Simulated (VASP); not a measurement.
Input of a VASP 6.6.1 run:

INCAR

```
PREC = Accurate
ENCUT = 520
EDIFF = 1E-6
ISMEAR = 0
SIGMA = 0.15
LREAL = F
LASPH = T
NELM = 60
ALGO = Normal
ISIF = 2
LWAVE = F
LCHARG = F
GGA = PE
NBANDS = 22
```

The input KPOINTS:

```
Automatic mesh
0
Gamma
  18 16 12
```

The input POSCAR:

```
SiNi
1.0
    3.0059961789      0.0000000000      0.0000000000
    0.0000000000      3.2057520729      0.0000000000
    0.0000000000      0.0000000000      4.8650897033
Si Ni
2 2
Direct
    0.5000000000      0.5000000000      0.8431827238
    0.0000000000      0.0000000000      0.1568172762
    0.5000000000      0.5000000000      0.3423059774
    0.0000000000      0.0000000000      0.6576940226
```

Potentials or basis: VASP PAW PBE potentials, release 64 (Si, Ni).

Command:

```bash
$ cat potpaw_PBE.64/Si/POTCAR potpaw_PBE.64/Ni/POTCAR > POTCAR
$ mpirun -np 1 vasp_std > vasp.out
```

Predict the band gap on the k mesh.

zero (band 14 reaches 12.71 eV, above the bottom of band 15 at 10.74 eV).

Estimate the pressure.

-1.1 GPa.

Predict the largest force.

0.161 eV/Å.

Forces in eV/Å, atoms in the order of the input:
```
Si   0.000  0.000 -0.025
Si   0.000  0.000  0.025
Ni   0.000  0.000 -0.161
Ni   0.000  0.000  0.161
```

 Spin polarisation is off, so any magnetic state and its effect on volume and gap are missing.
